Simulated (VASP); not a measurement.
Runs of VASP 6.6.1 on HfC. The structure is cubic, space group Fm-3m (No. 225). Conventional cell: a = 4.650 Å, b = 4.650 Å, c = 4.650 Å, α = 90.00°, β = 90.00°, γ = 90.00°. Hf (site symmetry m-3m) has 6 C at 2.33 Å within 3.1 Å. Within 3.1 Å of C (site symmetry m-3m) lie 6 Hf at 2.33 Å. 

```tsv
level	grid for exact exchange (PRECFOCK)	share of exact exchange	screening parameter	gap on the mesh (eV)	pressure (GPa)
PBE-based screened hybrid	Normal	0.25	0.6 1/Å	none	(a)
PBE-based screened hybrid	Normal	0.35	0.20787 1/Å	none	-5.5
PBE-based global hybrid	Normal	0.1	-	none	-2.2
PBE	-	-	-	none	-0.5
```

Alike in all rows: task single point; potentials or basis VASP PAW PBE potentials, release 64 (Hf_pv, C); no spin polarisation; cell as given; k mesh 6 × 6 × 6; cutoff (eV) 520; smearing gaussian 0.05 eV.

Q: Estimate the missing entries.

A: (a) -3.1.

Caveats: all runs use coarse meshes; spin-orbit coupling is left out, which moves the levels of the heavy elements; the PAW data sets were made with another functional, which shifts forces and pressure a little (some runs).

A k mesh can miss the band edges, and the runs leave out spin-orbit coupling on Hf.

A gap of «none» marks levels without a gap at the run's occupations.
